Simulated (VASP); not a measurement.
# V (P6_3/mmc) in VASP: notebook, part 2 of 2

VASP 6.6.1. The steps go on from the part before.

### Step 4. Single point, PBE, collinear spin, ferromagnetic start

Input file INCAR:

```
PREC = Accurate
ENCUT = 520
EDIFF = 1E-6
ISMEAR = 0
SIGMA = 0.05
LREAL = F
LASPH = T
NELM = 150
ALGO = Normal
ISIF = 2
LWAVE = F
LCHARG = F
ISPIN = 2
MAGMOM = 2 2
LORBIT = 11
LMAXMIX = 4
GGA = PE
NBANDS = 24
```

Input file KPOINTS:

```
Automatic mesh
0
Gamma
  12 12 6
```

Input file POSCAR:

```
V
1.0
    2.6042941027      0.0000000000      0.0000000000
   -1.3021470513      2.2553848518      0.0000000000
    0.0000000000      0.0000000000      4.7233360000
V
2
Direct
    0.3333333333      0.6666666667      0.2500000000
    0.6666666667      0.3333333333      0.7500000000
```

Potentials or basis: VASP PAW PBE potentials, release 64 (V_sv).

Command:

```
$ cat potpaw_PBE.64/V_sv/POTCAR > POTCAR
$ mpirun -np 1 vasp_std > vasp.out
```

OUTCAR:

```text
PREC = Accurate
   ENCUT = 520
   EDIFF = 1E-6
   ISMEAR = 0
   LREAL = F
   LASPH = T
   NELM = 150
   ISIF = 2
   ISPIN = 2
   LORBIT = 11
   GGA = PE

 ion  position               nearest neighbor table
   1  0.333  0.667  0.250-   2 2.80   2 2.80   2 2.80   2 2.80   2 2.80   2 2.80
   2  0.667  0.333  0.750-   1 2.80   1 2.80   1 2.80   1 2.80   1 2.80   1 2.80

  LATTYP: Found a hexagonal cell.
 ALAT       =     2.6042941027
 C/A-ratio  =     1.8136722712

  Lattice vectors:

 A1 = (   2.6042941027,   0.0000000000,   0.0000000000)
 A2 = (  -1.3021470513,   2.2553848518,   0.0000000000)
 A3 = (   0.0000000000,   0.0000000000,   4.7233360000)

Analysis of symmetry for initial positions (statically):
=====================================================================
 Subroutine PRICEL returns:
 Original cell was already a primitive cell.

 Routine SETGRP: Setting up the symmetry group for a
 hexagonal supercell.

 Subroutine GETGRP returns: Found 24 space group operations
 (whereof 12 operations were pure point group operations)
 out of a pool of 24 trial point group operations.

The static configuration has the point symmetry D_3d.
 The point group associated with its full space group is D_6h.

Analysis of symmetry for dynamics (positions and initial velocities):
=====================================================================
 Subroutine PRICEL returns:
 Original cell was already a primitive cell.

 Routine SETGRP: Setting up the symmetry group for a
 hexagonal supercell.

 Subroutine GETGRP returns: Found 24 space group operations
 (whereof 12 operations were pure point group operations)
 out of a pool of 24 trial point group operations.

The dynamic configuration has the point symmetry D_3d.
 The point group associated with its full space group is D_6h.

Analysis of structural, dynamic, and magnetic symmetry:
[... 156 lines left out ...]
  ---------------------------------------------------
  ext. energy  EPLUGINS =         0.00000000
  ---------------------------------------------------
  free energy    TOTEN  =       -17.48666418 eV

  energy without entropy =      -17.48349403  energy(sigma->0) =      -17.48507910

 E-fermi :   9.6949     XC(G=0): -12.7265

 val. band max:        9.6870015238   @ k =   0.1667  -0.0000   0.0000
 cond. band min:       9.7148024760   @ k =   0.3333   0.1667   0.5000
 fundamental gap:      0.0278009522
 Fermi energy:         9.6949058213

 spin component 1

 k-point     1 :       0.0000    0.0000    0.0000
  band No.  band energies     occupation
      1     -54.3206      1.00000
      2     -54.2138      1.00000
      3     -28.4241      1.00000
      4     -27.7919      1.00000
      5     -27.6498      1.00000
      6     -27.6498      1.00000
[... 637 lines left out ...]
     23      24.6261      0.00000
     24      26.7716      0.00000

 [... further k-points ...]

 spin component 2

 k-point     1 :       0.0000    0.0000    0.0000
  band No.  band energies     occupation
      1     -54.3211      1.00000
      2     -54.2143      1.00000
      3     -28.4245      1.00000
      4     -27.7923      1.00000
      5     -27.6503      1.00000
      6     -27.6503      1.00000
[... 637 lines left out ...]
     23      24.6262      0.00000
     24      26.7714      0.00000

 [... further k-points ...]

------------------------ aborting loop because EDIFF is reached ----------------------------------------

  FORCE on cell =-STRESS in cart. coord.  units (eV):
  Direction    XX          YY          ZZ          XY          YZ          ZX
  --------------------------------------------------------------------------------------
  -------------------------------------------------------------------------------------
  Total       -0.0547052     -0.0547052     -0.1877484     -0.0000000      0.0000000      0.0000000
  in kB       -3.1592194     -3.1592194    -10.8424491     -0.0000000      0.0000000      0.0000000
  external PRESSURE =      -5.7202960 kB  Pullay stress =       0.0000000 kB

 VOLUME and BASIS-vectors are now :
 -----------------------------------------------------------------------------
  energy-cutoff  :      520.00
  volume of cell :       27.74
      direct lattice vectors                 reciprocal lattice vectors
     2.604294103  0.000000000  0.000000000     0.383981210  0.221691655  0.000000000
    -1.302147051  2.255384852  0.000000000     0.000000000  0.443383310  0.000000000
     0.000000000  0.000000000  4.723336000     0.000000000  0.000000000  0.211714771

 POSITION                                       TOTAL-FORCE (eV/Angst)
 -----------------------------------------------------------------------------------
     -0.00000      1.50359      1.18083         0.000000     -0.000000      0.000000
      1.30215      0.75179      3.54250        -0.000000      0.000000      0.000000
 -----------------------------------------------------------------------------------
    total drift:                                0.000000     -0.000000      0.000000

  FREE ENERGIE OF THE ION-ELECTRON SYSTEM (eV)
  ---------------------------------------------------
  free  energy   TOTEN  =       -17.4866641782 eV

  energy  without entropy=      -17.4834940288  energy(sigma->0) =      -17.48507910

 total charge

# of ion       s       p       d       tot
------------------------------------------
    1        2.343   6.207   3.079  11.629
    2        2.343   6.207   3.079  11.629
--------------------------------------------------
tot          4.686  12.415   6.158  23.258

 magnetization (x)

# of ion       s       p       d       tot
------------------------------------------
    1       -0.000  -0.000  -0.000  -0.000
    2       -0.000  -0.000  -0.000  -0.000
--------------------------------------------------
tot         -0.000  -0.000  -0.000  -0.000
```

Run time: 61 s. Hardware: 1 thread of Intel Xeon Platinum 8488C (Sapphire Rapids), shared host; peak memory 0.19 GiB.

Results:

```yaml
Free_energy: -17.4867 eV
Pressure: -0.6 GPa
Band_gap_on_the_k_mesh: zero (filled and empty bands overlap)
Net_moment: 0.00 μB per cell
Valence_electrons_inside_the_program's_atomic_spheres: V 11.63
```

Stress tensor (GPa, compression positive):
```
-0.32  0.00  0.00
 0.00 -0.32  0.00
 0.00  0.00 -1.08
```

### Step 5. Summary

```csv
level,smearing,gap on the mesh (eV),pressure (GPa),moment (μB)
RPBE,gaussian 0.1 eV,none,3.7,0.00
PBE,gaussian 0.1 eV,none,-0.4,0.00
PBE,gaussian 0.05 eV,none,-0.6,0.00
```

Alike in all rows: task single point; potentials or basis VASP PAW PBE potentials, release 64 (V_sv); spin collinear, ferromagnetic start; cell as given; k mesh 12 × 12 × 6; cutoff (eV) 520.

The pressure there spans -0.6 GPa (PBE) to 3.7 GPa (RPBE); a positive pressure means that this level wants a larger cell, a negative one a smaller.

Caveats: the cell stands under pressure (at least some runs); the PAW data sets were made with another functional, which shifts forces and pressure a little (at least some runs).

Absolute energies hang on the potentials; compare differences alone.
